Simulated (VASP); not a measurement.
Here is a VASP 6.6.1 calculation.

Contents of INCAR:

```
PREC = Accurate
ENCUT = 600
EDIFF = 1E-6
ISMEAR = -1
SIGMA = 0.05
LREAL = False
LASPH = True
NELM = 100
ALGO = Normal
ISIF = 3
LWAVE = False
LCHARG = False
GGA = PS
IBRION = 2
NSW = 80
EDIFFG = -0.02
```

KPOINTS

```
regular mesh
0
Gamma
  4 4 3
```

File POSCAR:

```
HPbNO4
1.0
    4.1992300000      0.1111700000      0.1681700000
    1.9160000000      3.8913200000      0.1256800000
    1.7608500000      1.2525900000      6.3726600000
H Pb N O
1 1 1 4
Direct
    0.8914500000      0.6820200000      0.6279600000
    0.1442600000      0.9287200000      0.8835200000
    0.2567000000      0.2886100000      0.3017100000
    0.8310800000      0.6505600000      0.7840500000
    0.3869400000      0.2238000000      0.1129500000
    0.3110400000      0.0357600000      0.4585600000
    0.0772600000      0.6063300000      0.3227500000
```

Potentials or basis: VASP PAW PBE potentials, release 64 (H, Pb_d, N, O).

Launch:

```console
$ cat potpaw_PBE.64/H/POTCAR potpaw_PBE.64/Pb_d/POTCAR potpaw_PBE.64/N/POTCAR potpaw_PBE.64/O/POTCAR > POTCAR
$ mpirun -np 1 vasp_std > vasp.out
```

Estimate the band gap on the k mesh.

2.69 eV (least direct gap 2.71 eV).

Estimate the relaxed volume.

13.43 Å³/atom.

Predict the relaxed cell.

a = 4.121 Å, b = 4.197 Å, c = 6.599 Å, α = 72.73°, β = 72.15°, γ = 61.63°.

Final structure:
```cif
data_structure
_symmetry_space_group_name_H-M 'P 1'
_symmetry_Int_Tables_number 1
_cell_length_a 4.1214
_cell_length_b 4.1969
_cell_length_c 6.5988
_cell_angle_alpha 72.733
_cell_angle_beta 72.153
_cell_angle_gamma 61.626
_cell_volume 94.02
loop_
_atom_site_label
_atom_site_type_symbol
_atom_site_fract_x
_atom_site_fract_y
_atom_site_fract_z
_atom_site_occupancy
H1 H 0.89930 0.67706 0.61730 1
Pb1 Pb 0.13820 0.94132 0.88291 1
N1 N 0.25555 0.28701 0.30587 1
O1 O 0.83402 0.65032 0.77772 1
O2 O 0.39079 0.21409 0.11435 1
O3 O 0.31036 0.02820 0.46494 1
O4 O 0.07051 0.61781 0.32841 1
```

Caveat: the k points lie up to 0.44 Å⁻¹ apart in the final cell; the standard files for N, O and F lose accuracy on very short bonds; the PAW data sets were made with another functional, which shifts forces and pressure a little; spin-orbit coupling is left out, which moves the levels of the heavy elements. A k mesh can miss the band edges.
